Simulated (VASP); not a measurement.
Crystal: Si2Mo.

```
CELL_PARAMETERS angstrom
-1.60000 1.60000 3.93050
1.60000 -1.60000 3.93050
1.60000 1.60000 -3.93050
ATOMIC_POSITIONS crystal
Si 0.33300 0.33300 0.00000
Si 0.66700 0.66700 0.00000
Mo 0.00000 0.00000 0.00000
```

| Item | Value |
| --- | --- |
| Program | VASP 6.6.1 |
| Task | relaxation of cell and atoms |
| Functional | r2SCAN |
| Dispersion | rVV10 |
| Potentials or basis | VASP PAW PBE potentials, release 64 (Si, Mo_sv) |
| Cutoff | 600 eV |
| k mesh | 11 × 11 × 11 |
| Occupations | fermi-dirac, width 0.05 eV |
| Spin | no spin polarisation |

At the start: pressure -1.8 GPa; volume 13.42 Å³/atom.

**Question.** Where does the relaxation end?

**Answer.** Over 4 steps the energy falls by 3.0 meV/atom and the volume is 13.35 Å³/atom (-0.5 %); space group I4/mmm (No. 139, to 0.1 Å) before and after.

Step by step:
| step | energy change (eV) | largest force (eV/Å) | pressure (GPa) | volume (Å³) |
| --- | --- | --- | --- | --- |
| 1 | 0.0000 | 0.3547 | -1.84 | 40.25 |
| 2 | -0.0004 | 0.0327 | 3.90 | 39.35 |
| 3 | -0.0071 | 0.1687 | 1.00 | 39.79 |
| 4 | -0.0091 | 0.0234 | -0.27 | 40.06 |

Final structure:
```xyz
3
Lattice="-1.6015 1.6015 3.9047 1.6015 -1.6015 3.9047 1.6015 1.6015 -3.9047" Properties=species:S:1:pos:R:3 pbc="T T T"
Si    1.6015    1.6015   -1.2852
Si    0.0000    0.0000    5.1899
Mo    0.0000    0.0000    0.0000
```

Caveat: the PAW data sets were made with another functional, which shifts forces and pressure a little; the relaxation stopped at a loose force limit of 0.05 eV/Å, so its end isn't a converged minimum.
